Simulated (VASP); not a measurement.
The system is Cd.

```
Cd
1.0
     2.97887    0.00000    0.00000
    -1.48944    2.57978    0.00000
     0.00000    0.00000    5.61765
Cd
2
Cartesian
  0.0000 1.7199 1.4044
  1.4894 0.8599 4.2132
```

```yaml
Program: VASP 6.6.1
Task: relaxation of cell and atoms
Functional: LDA
Potentials_or_basis: VASP PAW LDA potentials, release 64 (Cd)
Cutoff: 600 eV
k_mesh: 18 × 18 × 8
Occupations: gaussian, width 0.1 eV
Spin: no spin polarisation
```

At the start: pressure -4.0 GPa; volume 21.59 Å³/atom.

Problem. Where does the relaxation end?

Solution. Over 6 steps the energy falls by 19.1 meV/atom and the volume is 20.24 Å³/atom (-6.3 %); space group P6_3/mmc (No. 194, to 0.05 Å).

The path:
| step | energy change (eV) | largest force (eV/Å) | pressure (GPa) | volume (Å³) |
| --- | --- | --- | --- | --- |
| 1 | 0.0000 | 0.0000 | -3.98 | 43.17 |
| 2 | -0.0361 | 0.0000 | 1.20 | 39.90 |
| 3 | -0.0383 | 0.0000 | -0.03 | 40.47 |
| 4 | -0.0382 | 0.0000 | 0.11 | 40.42 |
| 5 | -0.0382 | 0.0000 | -0.06 | 40.50 |
| 6 | -0.0383 | 0.0000 | 0.01 | 40.47 |

Final structure:
```
CELL_PARAMETERS angstrom
2.90734 0.00000 0.00000
-1.45367 2.51783 0.00000
0.00000 0.00000 5.52856
ATOMIC_POSITIONS crystal
Cd 0.33333 0.66667 0.25000
Cd 0.66667 0.33333 0.75000
```
